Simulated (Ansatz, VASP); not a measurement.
**SrCl2 in VASP and in Ansatz**

The input INCAR:

```
SYSTEM = SrCl2
PREC = Accurate
ENCUT = 520
EDIFF = 1E-6
ISMEAR = 0
SIGMA = 0.05
LREAL = .FALSE.
LASPH = .TRUE.
NELM = 100
ALGO = Normal
ISIF = 2
LWAVE = .FALSE.
LCHARG = .FALSE.
GGA = PE
NBANDS = 19
```

Contents of KPOINTS:

```
regular mesh
0
G
  6 6 6
  0 0 0
```

POSCAR

```
SrCl2
1.0
    0.0000000000      3.5746678421      3.5746678421
    3.5746678421      0.0000000000      3.5746678421
    3.5746678421      3.5746678421      0.0000000000
Sr Cl
1 2
Direct
    0.0000000000      0.0000000000      0.0000000000
    0.2500000000      0.2500000000      0.2500000000
    0.7500000000      0.7500000000      0.7500000000
```

Input for Ansatz:

```yaml
crystal:
  lattice:
    - [0.0, 3.5746678421, 3.5746678421]
    - [3.5746678421, 0.0, 3.5746678421]
    - [3.5746678421, 3.5746678421, 0.0]
  atoms:
    - { symbol: Sr, position: [0.0, 0.0, 0.0] }
    - { symbol: Cl, position: [0.25, 0.25, 0.25] }
    - { symbol: Cl, position: [0.75, 0.75, 0.75] }
basis:
  ecutwfc: 420
kpoints:
  mp_grid: { grid: [6, 6, 6] }
hamiltonian:
  xc: pbe
scf:
  occupations: { method: gaussian, width: 0.05 }
output:
  forces: true
  stress: true
  eigenvalues: true
```

Alike in both runs: task single point; functional PBE; k mesh 6 × 6 × 6; occupations gaussian, width 0.05 eV; no spin polarisation.

```csv
,VASP,Ansatz
version,VASP 6.6.1,Ansatz 0.2.0
potentials or method,"VASP PAW PBE potentials, release 64 (Sr_sv, Cl), cutoff 520 eV","scalar-relativistic, plane waves, PAW"
valence electrons in the cell,24,24
```

VASP gave:

| Property | Result |
| --- | --- |
| gap on the k mesh at the Fermi level (eV) | 5.06 |
| least direct gap on the mesh (eV) | 5.37 |
| pressure (GPa) | -1.3 |

Q: Which values does Ansatz return?

A: gap on the k mesh at the Fermi level (eV): 5.06; least direct gap on the mesh (eV): 5.37; pressure (GPa): -1.4.
